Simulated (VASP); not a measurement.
# Ti4C in VASP: further runs

The runs below take Ti4C through single point, with LDA.

Everything below comes from runs of VASP 6.6.1. Logs are shortened: lines on timing, memory, paths and dates and some standing lists are left out, and cuts for length are marked.

## (1) The cell of the first run

The cell holds a slab with vacuum, 5 atoms: a = 2.864 Å, b = 2.864 Å, c = 22.241 Å, α = 90.00°, β = 90.00°, γ = 120.00°.

## (2) Single point, LDA

INCAR reads:

```
PREC = Accurate
ENCUT = 520
EDIFF = 1E-6
ISMEAR = 0
SIGMA = 0.1
LREAL = F
LASPH = T
NELM = 100
ALGO = Normal
ISIF = 2
LWAVE = F
LCHARG = T
LDIPOL = T
IDIPOL = 3
DIPOL = 0.5 0.5 0.379
GGA = CA
LELF = T
LVHAR = T
LVACPOTAV = T
NBANDS = 34
```

KPOINTS reads:

```
regular mesh
0
Gamma
  9 9 1
```

POSCAR reads:

```
Ti4C
1.0
    2.8641158382      0.0000000000      0.0000000000
   -1.4320579191      2.4803970752      0.0000000000
    0.0000000000      0.0000000000     22.2412393510
Ti C
4 1
Direct
    0.6666666667      0.3333333334      0.1798460930
    0.3333333333      0.6666666666      0.2818047761
    0.6666666667      0.3333333334      0.3878689313
    0.6686171339      0.8343085669      0.5035909823
    0.3333333333      1.1666666666      0.5428871815
```

Potentials or basis: VASP PAW LDA potentials, release 64 (Ti_sv, C).

Launch:

```sh
cat potpaw_LDA.64/Ti_sv/POTCAR potpaw_LDA.64/C/POTCAR > POTCAR
mpirun -np 1 vasp_std > vasp.out
```

OUTCAR:

```text
PREC = Accurate
   ENCUT = 520
   EDIFF = 1E-6
   ISMEAR = 0
   LREAL = F
   LASPH = T
   NELM = 100
   ISIF = 2
   GGA = CA

 ion  position               nearest neighbor table
   1  0.667  0.333  0.180-   2 2.81   2 2.81   2 2.81
   2  0.333  0.667  0.282-   1 2.81   1 2.81   1 2.81   3 2.88   3 2.88   3 2.88
   3  0.667  0.333  0.388-   2 2.88   2 2.88   2 2.88
   4  0.669  0.834  0.504-   5 1.87   5 1.87   5 1.87
   5  0.333  0.167  0.543-   4 1.87   4 1.87   4 1.87

  LATTYP: Found a hexagonal cell.
 ALAT       =     2.8641158382
 C/A-ratio  =     7.7654817778

  Lattice vectors:

 A1 = (   2.8641158382,   0.0000000000,   0.0000000000)
 A2 = (  -1.4320579191,   2.4803970752,   0.0000000000)
 A3 = (   0.0000000000,   0.0000000000,  22.2412393510)

Analysis of symmetry for initial positions (statically):
=====================================================================
 Subroutine PRICEL returns:
 Original cell was already a primitive cell.

 Routine SETGRP: Setting up the symmetry group for a
 hexagonal supercell.

 Subroutine GETGRP returns: Found  2 space group operations
 (whereof  2 operations were pure point group operations)
 out of a pool of 24 trial point group operations.

The static configuration has the point symmetry C_1h.

Analysis of symmetry for dynamics (positions and initial velocities):
=====================================================================
 Subroutine PRICEL returns:
 Original cell was already a primitive cell.

 Routine SETGRP: Setting up the symmetry group for a
 hexagonal supercell.

 Subroutine GETGRP returns: Found  2 space group operations
 (whereof  2 operations were pure point group operations)
 out of a pool of 24 trial point group operations.

The dynamic configuration has the point symmetry C_1h.

 Subroutine INISYM returns: Found  2 space group operations
 (whereof  2 operations are pure point group operations),
 and found     1 'primitive' translations

----------------------------------------------------------------------------------------

                                     Primitive cell

  volume of cell :     158.0050

  direct lattice vectors                    reciprocal lattice vectors
     2.864115838  0.000000000  0.000000000     0.349147889  0.201580628  0.000000000
    -1.432057919  2.480397075  0.000000000     0.000000000  0.403161256  0.000000000
     0.000000000  0.000000000 22.241239351     0.000000000  0.000000000  0.044961523

  length of vectors
     2.864115838  2.864115838 22.241239351     0.403161256  0.403161256  0.044961523

  position of ions in fractional coordinates (direct lattice)
     0.666666667  0.333333333  0.179846093
     0.333333333  0.666666667  0.281804776
     0.666666667  0.333333333  0.387868931
     0.668617134  0.834308567  0.503590982
     0.333333333  0.166666667  0.542887181

  ion indices of the primitive-cell ions
   primitive index   ion index
                 1           1
                 2           2
                 3           3
                 4           4
                 5           5

----------------------------------------------------------------------------------------

 KPOINTS: regular mesh

Automatic generation of k-mesh.
 Grid dimensions read from file:
 generate k-points for:    9    9    1

 Generating k-lattice:

  Cartesian coordinates                     Fractional coordinates (reciprocal lattice)
     0.038794210  0.022397848  0.000000000     0.111111111  0.000000000  0.000000000
     0.000000000  0.044795695  0.000000000     0.000000000  0.111111111  0.000000000
     0.000000000  0.000000000  0.044961523     0.000000000  0.000000000  1.000000000

  Length of vectors
     0.044795695  0.044795695  0.044961523

  Shift w.r.t. Gamma in fractional coordinates (k-lattice)
     0.000000000  0.000000000  0.000000000

 Subroutine IBZKPT returns following result:
 ===========================================

 Found     25 irreducible k-points:

 Following reciprocal coordinates:
            Coordinates               Weight
  0.000000  0.000000  0.000000      1.000000
  0.111111 -0.000000  0.000000      2.000000
  0.000000  0.111111  0.000000      4.000000
  0.222222 -0.000000  0.000000      2.000000
  0.000000  0.222222  0.000000      4.000000
  0.333333 -0.000000  0.000000      2.000000
[... 16 lines left out ...]
 -0.222222 -0.444444  0.000000      4.000000
  0.444444  0.333333  0.000000      4.000000
   k-points           NKPTS =     25   k-points in BZ     NKDIM =     25   number of bands    NBANDS=     34
   number of dos      NEDOS =    301   number of ions     NIONS =      5
   total plane-waves  NPLWV =  96768
   dimension x,y,z NGX =    24 NGY =   24 NGZ =  168
   dimension x,y,z NGXF=    48 NGYF=   48 NGZF=  336
   ions per type =               4   1
   NGX,Y,Z   is equivalent  to a cutoff of  13.93, 13.93, 12.56 a.u.
   NGXF,Y,Z  is equivalent  to a cutoff of  27.86, 27.86, 25.11 a.u.
 SYSTEM =  unknown system
   PREC   = accura    normal or accurate (medium, high low for compatibility)
   ISTART =      0    job   : 0-new  1-cont  2-samecut
   ICHARG =      2    charge: 1-file 2-atom 10-const
   ISPIN  =      1    spin polarized calculation?
   LNONCOLLINEAR =      F non collinear calculations
   LSORBIT =      F    spin-orbit coupling
   LASPH  =      T    aspherical Exc in radial PAW
   ENCUT  =  520.0 eV  38.22 Ry    6.18 a.u.   5.33  5.33 41.35*2*pi/ulx,y,z
   NELM   =    100;   NELMIN=  2; NELMDL= -5     # of ELM steps
   EDIFF  = 0.1E-05   stopping-criterion for ELM
   LREAL  =      F    real-space projection
   EDIFFG = 0.1E-04   stopping-criterion for IOM
   NSW    =      0    number of steps for IOM
   IBRION =     -1    ionic relax: 0-MD 1-quasi-New 2-CG
   NFREE  =      0    steps in history (QN), initial steepest desc. (CG)
   ISIF   =      2    stress and relaxation
   ISYM   =      2    0-nonsym 1-usesym 2-fastsym
   POTIM  = 0.5000    time-step for ionic-motion
   TEBEG  =    0.0;   TEEND  =   0.0 temperature during run
   PSTRESS=    0.0 pullay stress
   NELECT =      52.0000    total number of electrons
   NUPDOWN=      -1.0000    fix difference up-down
   EMIN   =  10.00;   EMAX   =-10.00  energy-range for DOS
   EFERMI =   0.00;   METHOD = LEGACY
   ISMEAR =     0;   SIGMA  =   0.10  broadening in eV -4-tet -1-fermi 0-gaus
   EFERMI_NEDOS =   21; number of points for ismear=-14 and -15
   IALGO  =     38    algorithm
   IMIX   =      4    mixing-type and parameters
     AMIX     =   0.40;   BMIX     =  1.00
     AMIX_MAG =   1.60;   BMIX_MAG =  1.00
  volume/ion in A,a.u.               =      31.60       213.25
  Fermi-wavevector in a.u.,A,eV,Ry     =   1.130279  2.135918 17.381862  1.277531
  Thomas-Fermi vector in A             =   2.266975
   LORBIT       =      0    0 simple, 1 ext, 2 COOP (PROOUT), +10 PAW based schemes
   GGA     = CA    functional components
   LHFCALC =     F    Hartree Fock is set to
   AEXX    =    0.0000 exact exchange contribution
   IVDW    =     0    specifies the selected vdW correction
   LEPSILON=     F    determine dielectric tensor
   LRPA    =     F    only Hartree local field effects (RPA)
 non-spin polarized calculation
 Gauss-broadening in eV      SIGMA  =   0.10
  energy-cutoff  :      520.00
  volume of cell :      158.00
 maximum number of plane-waves:      4289
 NGX is ok and might be reduce to    24
   NGX = 11   NGY = 11   NGZ = 83

 dipolmoment           0.000000      0.000000     -0.061317 electrons x Angstroem

 number of electron      52.0000012 magnetization

 dipolmoment           0.000000      0.000000      0.090611 electrons x Angstroem

 Free energy of the ion-electron system (eV)
  ---------------------------------------------------
  ext. energy  EPLUGINS =         0.00000000
  ---------------------------------------------------
  free energy    TOTEN  =       -40.52423394 eV

  energy without entropy =      -40.48652003  energy(sigma->0) =      -40.50537698

 E-fermi :   0.5343     XC(G=0):  -6.3325

 val. band max:        0.5183231358   @ k =   0.2222   0.1111   0.0000
 cond. band min:       0.5401305878   @ k =   0.1111   0.1111   0.0000
 fundamental gap:      0.0218074520
 Fermi energy:         0.5343349411

 k-point     1 :       0.0000    0.0000    0.0000
  band No.  band energies     occupation
      1     -55.5617      2.00000
      2     -55.3813      2.00000
      3     -55.2901      2.00000
      4     -53.9503      2.00000
      5     -32.3927      2.00000
      6     -32.1061      2.00000
[... 26 lines left out ...]
     33       1.7559      0.00000
     34       2.7310      0.00000

 k-point     2 :       0.1111   -0.0000    0.0000
  band No.  band energies     occupation
      1     -55.5489      2.00000
      2     -55.3683      2.00000
      3     -55.2804      2.00000
      4     -53.9360      2.00000
      5     -32.3712      2.00000
      6     -32.1021      2.00000
[... 26 lines left out ...]
     33       1.9833      0.00000
     34       2.6105      0.00000

 k-point     3 :       0.0000    0.1111    0.0000
  band No.  band energies     occupation
      1     -55.5489      2.00000
      2     -55.3683      2.00000
      3     -55.2804      2.00000
      4     -53.9360      2.00000
      5     -32.3712      2.00000
      6     -32.1016      2.00000
[... 26 lines left out ...]
     33       1.9793      0.00000
     34       2.5823      0.00000
[... 704 lines left out ...]
 k-point    23 :      -0.2222   -0.4444    0.0000
  band No.  band energies     occupation
      1     -55.4434      2.00000
      2     -55.2571      2.00000
      3     -55.2052      2.00000
      4     -53.8184      2.00000
      5     -32.3781      2.00000
      6     -32.2725      2.00000
[... 26 lines left out ...]
     33       3.0118      0.00000
     34       3.2183      0.00000

 k-point    24 :       0.4444    0.3333    0.0000
  band No.  band energies     occupation
      1     -55.4434      2.00000
      2     -55.2572      2.00000
      3     -55.2052      2.00000
      4     -53.8184      2.00000
      5     -32.3779      2.00000
      6     -32.2732      2.00000
[... 26 lines left out ...]
     33       3.1457      0.00000
     34       3.3364      0.00000

 [... further k-points ...]

------------------------ aborting loop because EDIFF is reached ----------------------------------------

  FORCE on cell =-STRESS in cart. coord.  units (eV):
  Direction    XX          YY          ZZ          XY          YZ          ZX
  --------------------------------------------------------------------------------------
  -------------------------------------------------------------------------------------
  Total        3.8350014      4.6059140     -2.1026010     -0.6676299      0.0774093      0.1340769
  in kB       38.8870802     46.7041673    -21.3204652     -6.7697960      0.7849336      1.3595457
  external PRESSURE =      21.4235941 kB  Pullay stress =       0.0000000 kB

 VOLUME and BASIS-vectors are now :
 -----------------------------------------------------------------------------
  energy-cutoff  :      520.00
  volume of cell :      158.00
      direct lattice vectors                 reciprocal lattice vectors
     2.864115838  0.000000000  0.000000000     0.349147889  0.201580628  0.000000000
    -1.432057919  2.480397075  0.000000000     0.000000000  0.403161256  0.000000000
     0.000000000  0.000000000 22.241239351     0.000000000  0.000000000  0.044961523

 POSITION                                       TOTAL-FORCE (eV/Angst)
 -----------------------------------------------------------------------------------
      1.43206      0.82680      4.00000        -0.012475     -0.007203      0.500372
     -0.00000      1.65360      6.26769         0.035878      0.020714     -0.083375
      1.43206      0.82680      8.62669        -0.068607     -0.039610     -0.407718
      0.72022      2.06942     11.20049        -0.005818     -0.003359     -0.087764
      0.71603      0.41340     12.07448         0.051022      0.029458      0.078485
 -----------------------------------------------------------------------------------
    total drift:                               -0.000022     -0.000012     -0.000143

  FREE ENERGIE OF THE ION-ELECTRON SYSTEM (eV)
  ---------------------------------------------------
  free  energy   TOTEN  =       -40.5242339369 eV

  energy  without entropy=      -40.4865200274  energy(sigma->0) =      -40.50537698

 vacuum level on the upper side and lower side of the slab         7.579         5.269
```

Wall time 4.7 min (1 thread of Intel Xeon Platinum 8124M at 3.00GHz (Skylake/Cascade Lake), shared host); peak memory 0.3 GiB.

What came out:

```yaml
Free_energy: -40.5242 eV
Largest_force: 0.501 eV/Å
Band_gap_on_the_k_mesh: zero (band 26 reaches 1.05 eV, above the bottom of band 27 at 0.34 eV)
```

Forces in eV/Å, atoms in the order of the input:
```
Ti  -0.012 -0.007  0.500
Ti   0.036  0.021 -0.083
Ti  -0.069 -0.040 -0.408
Ti  -0.006 -0.003 -0.088
C    0.051  0.029  0.078
```

(Part 1 of 3 ends here.)
